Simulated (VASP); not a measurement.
# Cr (Fm-3m) in VASP: single point with PBEsol

Aim: the single point of Cr with PBEsol.

Program: VASP 6.6.1. These are calculated values, not measurements. Logs are shortened: lines on timing, memory, paths and dates and some standing lists are left out, and cuts for length are marked.

## (1) The cell of the first run

The structure is cubic, space group Fm-3m (No. 225). Conventional cell: a = 3.675 Å, b = 3.675 Å, c = 3.675 Å, α = 90.00°, β = 90.00°, γ = 90.00°. Within 3.4 Å of Cr (site symmetry m-3m) lie 12 Cr at 2.60 Å.

## (2) Single point, PBEsol (Mo replaced by Cr, lengths x 0.942, strained)

INCAR

```
ALGO = Fast
EDIFF = 1E-6
ENCUT = 520
GGA = PS
ISIF = 2
ISMEAR = 0
LASPH = True
LCHARG = False
LREAL = False
LWAVE = False
NBANDS = 12
NELM = 100
PREC = Accurate
SIGMA = 0.1
```

KPOINTS

```
k-points
0
Gamma
  20 20 20
```

POSCAR

```
Cr
1.0
    0.0000000000      1.8372684951      1.8372684951
    1.8372684951      0.0000000000      1.8372684951
    1.8372684951      1.8372684951      0.0000000000
Cr
1
Direct
    0.0000000000      0.0000000000      0.0000000000
```

Potentials or basis: VASP PAW PBE potentials, release 64 (Cr_pv).

Run with:

```sh
> cat potpaw_PBE.64/Cr_pv/POTCAR > POTCAR
> mpirun -np 1 vasp_std > vasp.out
```

OUTCAR:

```text
EDIFF = 1E-6
   ENCUT = 520
   GGA = PS
   ISIF = 2
   ISMEAR = 0
   LASPH = True
   LREAL = False
   NELM = 100
   PREC = Accurate

 ion  position               nearest neighbor table
   1  0.000  0.000  0.000-

  LATTYP: Found a face centered cubic cell.
 ALAT       =     3.6745369902

  Lattice vectors:

 A1 = (   0.0000000000,   1.8372684951,   1.8372684951)
 A2 = (   1.8372684951,   0.0000000000,   1.8372684951)
 A3 = (   1.8372684951,   1.8372684951,   0.0000000000)

Analysis of symmetry for initial positions (statically):
[... 33 lines left out ...]
                                     Primitive cell

  volume of cell :      12.4036

  direct lattice vectors                    reciprocal lattice vectors
     0.000000000  1.837268495  1.837268495    -0.272143131  0.272143131  0.272143131
     1.837268495  0.000000000  1.837268495     0.272143131 -0.272143131  0.272143131
     1.837268495  1.837268495  0.000000000     0.272143131  0.272143131 -0.272143131

  length of vectors
     2.598290023  2.598290023  2.598290023     0.471365729  0.471365729  0.471365729

  position of ions in fractional coordinates (direct lattice)
     0.000000000  0.000000000  0.000000000

  ion indices of the primitive-cell ions
   primitive index   ion index
                 1           1

----------------------------------------------------------------------------------------

 KPOINTS: k-points

Automatic generation of k-mesh.
 Grid dimensions read from file:
 generate k-points for:   20   20   20

 Generating k-lattice:

  Cartesian coordinates                     Fractional coordinates (reciprocal lattice)
    -0.013607157  0.013607157  0.013607157     0.050000000  0.000000000  0.000000000
     0.013607157 -0.013607157  0.013607157     0.000000000  0.050000000  0.000000000
     0.013607157  0.013607157 -0.013607157     0.000000000  0.000000000  0.050000000

  Length of vectors
     0.023568286  0.023568286  0.023568286

  Shift w.r.t. Gamma in fractional coordinates (k-lattice)
     0.000000000  0.000000000  0.000000000

 Subroutine IBZKPT returns following result:
 ===========================================

 Found    256 irreducible k-points:

 Following reciprocal coordinates:
            Coordinates               Weight
  0.000000  0.000000  0.000000      1.000000
  0.050000  0.000000  0.000000      8.000000
  0.100000  0.000000  0.000000      8.000000
  0.150000  0.000000  0.000000      8.000000
  0.200000  0.000000  0.000000      8.000000
  0.250000  0.000000  0.000000      8.000000
[... 16 lines left out ...]
 -0.400000  0.050000  0.000000     24.000000
 -0.350000  0.050000  0.000000     24.000000
 [... further k-points ...]
   k-points           NKPTS =    256   k-points in BZ     NKDIM =    256   number of bands    NBANDS=     12
   number of dos      NEDOS =    301   number of ions     NIONS =      1
   total plane-waves  NPLWV =   8000
   dimension x,y,z NGX =    20 NGY =   20 NGZ =   20
   dimension x,y,z NGXF=    40 NGYF=   40 NGZF=   40
   ions per type =               1
   NGX,Y,Z   is equivalent  to a cutoff of  12.80, 12.80, 12.80 a.u.
   NGXF,Y,Z  is equivalent  to a cutoff of  25.59, 25.59, 25.59 a.u.
 SYSTEM =  unknown system
   PREC   = accura    normal or accurate (medium, high low for compatibility)
   ISTART =      0    job   : 0-new  1-cont  2-samecut
   ICHARG =      2    charge: 1-file 2-atom 10-const
   ISPIN  =      1    spin polarized calculation?
   LNONCOLLINEAR =      F non collinear calculations
   LSORBIT =      F    spin-orbit coupling
   LASPH  =      T    aspherical Exc in radial PAW
   ENCUT  =  520.0 eV  38.22 Ry    6.18 a.u.   4.83  4.83  4.83*2*pi/ulx,y,z
   NELM   =    100;   NELMIN=  2; NELMDL= -5     # of ELM steps
   EDIFF  = 0.1E-05   stopping-criterion for ELM
   LREAL  =      F    real-space projection
   EDIFFG = 0.1E-04   stopping-criterion for IOM
   NSW    =      0    number of steps for IOM
   IBRION =     -1    ionic relax: 0-MD 1-quasi-New 2-CG
   NFREE  =      0    steps in history (QN), initial steepest desc. (CG)
   ISIF   =      2    stress and relaxation
   ISYM   =      2    0-nonsym 1-usesym 2-fastsym
   POTIM  = 0.5000    time-step for ionic-motion
   TEBEG  =    0.0;   TEEND  =   0.0 temperature during run
   PSTRESS=    0.0 pullay stress
   NELECT =      12.0000    total number of electrons
   NUPDOWN=      -1.0000    fix difference up-down
   EMIN   =  10.00;   EMAX   =-10.00  energy-range for DOS
   EFERMI =   0.00;   METHOD = LEGACY
   ISMEAR =     0;   SIGMA  =   0.10  broadening in eV -4-tet -1-fermi 0-gaus
   EFERMI_NEDOS =   21; number of points for ismear=-14 and -15
   IALGO  =     68    algorithm
   IMIX   =      4    mixing-type and parameters
     AMIX     =   0.40;   BMIX     =  1.00
     AMIX_MAG =   1.60;   BMIX_MAG =  1.00
  volume/ion in A,a.u.               =      12.40        83.70
  Fermi-wavevector in a.u.,A,eV,Ry     =   1.619146  3.059742 35.669483  2.621633
  Thomas-Fermi vector in A             =   2.713294
   LORBIT       =      0    0 simple, 1 ext, 2 COOP (PROOUT), +10 PAW based schemes
   GGA     = PS    functional components
   LHFCALC =     F    Hartree Fock is set to
   AEXX    =    0.0000 exact exchange contribution
   IVDW    =     0    specifies the selected vdW correction
   LEPSILON=     F    determine dielectric tensor
   LRPA    =     F    only Hartree local field effects (RPA)
 non-spin polarized calculation
 RMM-DIIS sequential band-by-band and
 Gauss-broadening in eV      SIGMA  =   0.10
  energy-cutoff  :      520.00
  volume of cell :       12.40
 maximum number of plane-waves:       343
   NGX =  9   NGY =  9   NGZ =  9

 number of electron      11.9999992 magnetization

 Free energy of the ion-electron system (eV)
  ---------------------------------------------------
  ext. energy  EPLUGINS =         0.00000000
  ---------------------------------------------------
  free energy    TOTEN  =        -9.77995826 eV

  energy without entropy =       -9.77009752  energy(sigma->0) =       -9.77502789

 E-fermi :   9.5937     XC(G=0): -13.4080

 val. band max:        9.5936013134   @ k =   0.4500   0.1500   0.0500
 cond. band min:       9.5965719691   @ k =   0.2000   0.1000   0.0000
 fundamental gap:      0.0029706557
 Fermi energy:         9.5937476860

 k-point     1 :       0.0000    0.0000    0.0000
  band No.  band energies     occupation
      1     -32.6931      2.00000
      2     -32.6931      2.00000
      3     -32.6931      2.00000
      4       2.2281      2.00000
      5       9.2106      2.00000
      6       9.2106      2.00000
      7       9.2106      2.00000
      8      10.8395      0.00000
      9      10.8395      0.00000
     10      17.0585      0.00000
     11      29.1358      0.00000
     12      34.4310      0.00000

 k-point     2 :       0.0500    0.0000    0.0000
  band No.  band energies     occupation
      1     -32.7119      2.00000
      2     -32.6955      2.00000
      3     -32.6955      2.00000
      4       2.3263      2.00000
      5       9.1646      2.00000
      6       9.2429      2.00000
      7       9.2429      2.00000
      8      10.8215      0.00000
      9      10.8215      0.00000
     10      17.0586      0.00000
     11      29.1616      0.00000
     12      33.5135      0.00000

 k-point     3 :       0.1000    0.0000    0.0000
  band No.  band energies     occupation
      1     -32.7662      2.00000
      2     -32.7024      2.00000
      3     -32.7024      2.00000
      4       2.6150      2.00000
      5       9.0378      2.00000
      6       9.3294      1.99981
      7       9.3294      1.99981
      8      10.7792      0.00000
      9      10.7792      0.00000
     10      17.0585      0.00000
     11      29.1152      0.00000
     12      31.8507      0.00000

 k-point     4 :       0.1500    0.0000    0.0000
  band No.  band energies     occupation
      1     -32.8500      2.00000
      2     -32.7131      2.00000
      3     -32.7131      2.00000
      4       3.0758      2.00000
      5       8.8615      2.00000
      6       9.4350      1.97521
      7       9.4350      1.97521
      8      10.7507      0.00000
      9      10.7507      0.00000
     10      17.0585      0.00000
     11      28.4412      0.00000
     12      30.6469      0.00000

 k-point     5 :       0.2000    0.0000    0.0000
  band No.  band energies     occupation
      1     -32.9548      2.00000
      2     -32.7266      2.00000
      3     -32.7266      2.00000
      4       3.6734      2.00000
      5       8.6856      2.00000
      6       9.5000      1.81488
      7       9.5000      1.81488
      8      10.7976      0.00000
      9      10.7976      0.00000
     10      17.0583      0.00000
     11      26.8563      0.00000
     12      30.1948      0.00000

 k-point     6 :       0.2500    0.0000    0.0000
  band No.  band energies     occupation
      1     -33.0696      2.00000
      2     -32.7415      2.00000
      3     -32.7415      2.00000
      4       4.3448      2.00000
      5       8.5801      2.00000
      6       9.4795      1.89399
      7       9.4795      1.89399
      8      10.9623      0.00000
      9      10.9623      0.00000
     10      17.0581      0.00000
     11      25.0097      0.00000
     12      29.8186      0.00000

 k-point     7 :       0.3000    0.0000    0.0000
  band No.  band energies     occupation
      1     -33.1832      2.00000
      2     -32.7564      2.00000
      3     -32.7564      2.00000
      4       4.9856      2.00000
      5       8.6413      2.00000
      6       9.3898      1.99607
      7       9.3898      1.99607
      8      11.2186      0.00000
      9      11.2186      0.00000
     10      17.0579      0.00000
     11      23.1733      0.00000
     12      29.3468      0.00000

 k-point     8 :       0.3500    0.0000    0.0000
  band No.  band energies     occupation
      1     -33.2847      2.00000
      2     -32.7698      2.00000
      3     -32.7698      2.00000
      4       5.4660      2.00000
      5       8.9645      2.00000
      6       9.2766      1.99999
      7       9.2766      1.99999
      8      11.5030      0.00000
      9      11.5030      0.00000
     10      17.0573      0.00000
     11      21.4517      0.00000
     12      28.8601      0.00000
[... 166 lines left out ...]
 k-point    20 :       0.4500    0.0500    0.0000
  band No.  band energies     occupation
      1     -33.3966      2.00000
      2     -32.7936      2.00000
      3     -32.7929      2.00000
      4       5.8792      2.00000
      5       9.0219      2.00000
      6       9.1870      2.00000
      7       9.7491      0.02804
      8      11.9519      0.00000
      9      12.0682      0.00000
     10      17.0552      0.00000
     11      19.1844      0.00000
     12      28.2110      0.00000

 k-point    21 :       0.5000    0.0500    0.0000
  band No.  band energies     occupation
      1     -33.4249      2.00000
      2     -32.8008      2.00000
      3     -32.7936      2.00000
      4       5.9250      2.00000
      5       8.9912      2.00000
      6       9.1409      2.00000
      7      10.0831      0.00000
      8      11.9939      0.00000
      9      12.2922      0.00000
     10      17.0531      0.00000
     11      18.5090      0.00000
     12      28.0582      0.00000

 k-point    22 :      -0.4500    0.0500    0.0000
  band No.  band energies     occupation
      1     -33.4190      2.00000
      2     -32.8033      2.00000
      3     -32.7895      2.00000
      4       5.9176      2.00000
      5       9.0085      2.00000
      6       9.1412      2.00000
      7      10.0170      0.00000
      8      11.9127      0.00000
      9      12.3068      0.00000
     10      17.0537      0.00000
     11      18.6525      0.00000
     12      28.0765      0.00000

 k-point    23 :      -0.4000    0.0500    0.0000
  band No.  band energies     occupation
      1     -33.3796      2.00000
      2     -32.8008      2.00000
      3     -32.7811      2.00000
      4       5.8473      2.00000
      5       9.0701      2.00000
      6       9.1889      2.00000
      7       9.5884      1.06033
      8      11.7187      0.00000
      9      12.1390      0.00000
     10      17.0559      0.00000
     11      19.5573      0.00000
     12      28.2612      0.00000

 k-point    24 :      -0.3500    0.0500    0.0000
  band No.  band energies     occupation
      1     -33.3102      2.00000
      2     -32.7935      2.00000
      3     -32.7691      2.00000
      4       5.6493      2.00000
      5       9.0084      2.00000
      6       9.2097      2.00000
      7       9.2781      1.99999
      8      11.4422      0.00000
      9      11.8812      0.00000
     10      17.0571      0.00000
     11      20.9547      0.00000
     12      28.5874      0.00000

 [... further k-points ...]

------------------------ aborting loop because EDIFF is reached ----------------------------------------

  FORCE on cell =-STRESS in cart. coord.  units (eV):
  Direction    XX          YY          ZZ          XY          YZ          ZX
  --------------------------------------------------------------------------------------
  -------------------------------------------------------------------------------------
  Total       -1.3876498     -1.3876498     -1.3876498      0.0000000     -0.0000000      0.0000000
  in kB     -179.2431502   -179.2431502   -179.2431502      0.0000000     -0.0000000      0.0000000
  external PRESSURE =    -179.2431502 kB  Pullay stress =       0.0000000 kB

 VOLUME and BASIS-vectors are now :
 -----------------------------------------------------------------------------
  energy-cutoff  :      520.00
  volume of cell :       12.40
      direct lattice vectors                 reciprocal lattice vectors
     0.000000000  1.837268495  1.837268495    -0.272143131  0.272143131  0.272143131
     1.837268495  0.000000000  1.837268495     0.272143131 -0.272143131  0.272143131
     1.837268495  1.837268495  0.000000000     0.272143131  0.272143131 -0.272143131

 POSITION                                       TOTAL-FORCE (eV/Angst)
 -----------------------------------------------------------------------------------
      0.00000      0.00000      0.00000         0.000000     -0.000000      0.000000
 -----------------------------------------------------------------------------------
    total drift:                                0.000000     -0.000000      0.000000

  FREE ENERGIE OF THE ION-ELECTRON SYSTEM (eV)
  ---------------------------------------------------
  free  energy   TOTEN  =        -9.7799582562 eV

  energy  without entropy=       -9.7700975165  energy(sigma->0) =       -9.77502789
```

Wall time 14 s (1 thread of Intel Xeon 6975P-C (Granite Rapids), shared host); peak memory 0.15 GiB.

Results:

```
Free energy            : -9.7800 eV
Pressure               : -17.9 GPa
Band gap on the k mesh : zero (band 6 reaches 11.94 eV, above the bottom of band 7 at 9.21 eV)
```

Levels at points of the mesh, in eV from the Fermi level:
```tsv
k point	band 3	band 4	band 5	band 6	band 7	band 8	band 9	band 10
(0.00, 0.00, 0.00)	-42.29	-7.37	-0.38	-0.38	-0.38	1.25	1.25	7.46
(0.50, 0.00, 0.00)	-42.38	-3.74	-0.51	-0.51	0.75	2.40	2.40	7.46
(0.50, 0.50, 0.00)	-42.55	-3.89	-3.07	2.35	2.70	2.70	3.50	7.46
```

Caveat: the cell differs from its parent crystal (Mo replaced by Cr, lengths x 0.942, strained); the PAW data sets were made with another functional, which shifts forces and pressure a little; the run has no spin polarisation, though such a crystal can be magnetic.
